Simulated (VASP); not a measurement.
Crystal: RbCl.

```
Rb Cl
1.0
     0.00000    3.30573    3.30573
     3.30573    0.00000    3.30573
     3.30573    3.30573    0.00000
Rb Cl
1 1
Direct
  0.00000 0.00000 0.00000
  0.50000 0.50000 0.50000
```

Base run:

| Item | Value |
| --- | --- |
| Program | VASP 6.6.1 |
| Functional | PBE |
| Potentials or basis | VASP PAW PBE potentials, release 64 (Rb_sv, Cl) |
| Cutoff | 500 eV |
| k mesh | 4 × 4 × 4 |
| Occupations | tetrahedron |
| Spin | no spin polarisation |

Its results: band gap on the k mesh 4.95 eV, direct; pressure 0.6 GPa.

Question: The run is repeated on the same cell with these changes: occupations from tetrahedron to gaussian, width 0.01 eV; dispersion from none to D3(BJ). What comes out?

Answer: Band gap on the k mesh 4.95 eV, direct; pressure -0.2 GPa.

